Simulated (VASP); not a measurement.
Crystal: CaF2 (Fluorite).

```
Ca F
1.0
     3.86222    0.00000    0.00000
     1.93111    3.34478    0.00000
     1.93111    1.11493    3.15349
Ca F
1 2
Direct
  0.00000 0.00000 0.00000
  0.25000 0.25000 0.25000
  0.75000 0.75000 0.75000
```

Base run:

- Program: VASP 6.6.1
- Functional: revPBE
- Potentials or basis: VASP PAW PBE potentials, release 64 (Ca_sv, F)
- Cutoff: 600 eV
- k mesh: 6 × 6 × 6
- Occupations: gaussian, width 0.01 eV
- Spin: no spin polarisation

Its results: band gap on the k mesh 7.56 eV, indirect (least direct gap 7.82 eV); pressure 5.6 GPa.

Q: After a change of settings the same cell gave: band gap on the k mesh 6.91 eV, indirect (least direct gap 7.17 eV); pressure -6.2 GPa. Which change was it?
A. functional from revPBE to PBE
B. functional from revPBE to LDA; potentials or basis from VASP PAW PBE potentials, release 64 (Ca_sv, F) to VASP PAW LDA potentials, release 64 (Ca_sv, F)
C. functional from revPBE to BLYP

A: B.

Caveats: the PAW data sets were made with another functional, which shifts forces and pressure a little (some runs).
